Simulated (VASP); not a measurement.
Set up this calculation in VASP 6.6.1, as the native input.

| Item | Value |
| --- | --- |
| Task | single point |
| Functional | r2SCAN |
| Potentials or basis | VASP PAW PBE potentials, release 64 (B, N) |
| Cutoff | 520 eV |
| k mesh | 12 × 12 × 4 |
| Occupations | gaussian, width 0.05 eV |
| Spin | no spin polarisation |
| Dipole correction | no |
| Further INCAR settings | ALGO = Normal; EDIFF = 1e-07; NBANDS = 16 |

The system is BN.

```
B N
1.0
     2.50399    0.00000    0.00000
    -1.25200    2.16852    0.00000
     0.00000    0.00000    6.82773
B N
2 2
Direct
  0.33333 0.66667 0.25000
  0.66667 0.33333 0.75000
  0.33333 0.66667 0.75000
  0.66667 0.33333 0.25000
```

This cell differs from its parent crystal: strain +0.000 along x and y, +0.025 along z.

These files were run (other wordings do the same):

POSCAR

```
BN
1.0
    2.5039917043      0.0000000000      0.0000000000
   -1.2519958522      2.1685204268      0.0000000000
    0.0000000000      0.0000000000      6.8277300000
B N
2 2
Direct
    0.3333333333      0.6666666667      0.2500000000
    0.6666666667      0.3333333333      0.7500000000
    0.3333333333      0.6666666667      0.7500000000
    0.6666666667      0.3333333333      0.2500000000
```

INCAR.step1

```
PREC = Accurate ; ENCUT = 520
ISMEAR = 0 ; SIGMA = 0.05
LREAL = F ; LASPH = T
NELM = 80 ; NBANDS = 16
GGA = PE ; ALGO = Normal
EDIFF = 1E-4 ; LWAVE = T
LCHARG = F
```

INCAR.step2

```
PREC = Accurate ; ENCUT = 520
EDIFF = 1E-7 ; ISMEAR = 0
SIGMA = 0.05 ; LREAL = F
LASPH = T ; NELM = 80
ALGO = Normal ; ISIF = 2
LWAVE = F ; LCHARG = F
METAGGA = R2SCAN ; LMIXTAU = T
NBANDS = 16 ; ISTART = 1
```

KPOINTS

```
Automatic mesh
0
Gamma
  12 12 4
```

Potentials or basis: VASP PAW PBE potentials, release 64 (B, N).

Run with:

```console
$ cat potpaw_PBE.64/B/POTCAR potpaw_PBE.64/N/POTCAR > POTCAR
$ cp INCAR.step1 INCAR
$ mpirun -np 1 vasp_std > vasp.out
$ cp INCAR.step2 INCAR
$ mpirun -np 1 vasp_std > vasp.out
```

Results of the run:

| Property | Result |
| --- | --- |
| Pressure | -0.4 GPa |
| Band gap on the k mesh | 4.91 eV (least direct gap 5.36 eV) |

Caveat: the cell differs from its parent crystal (strain +0.000 along x and y, +0.025 along z); the PAW data sets were made with another functional, which shifts forces and pressure a little.

It took 3.6 min on 1 thread of Intel Xeon 8259CL, on a shared host, peak memory 0.17 GiB.
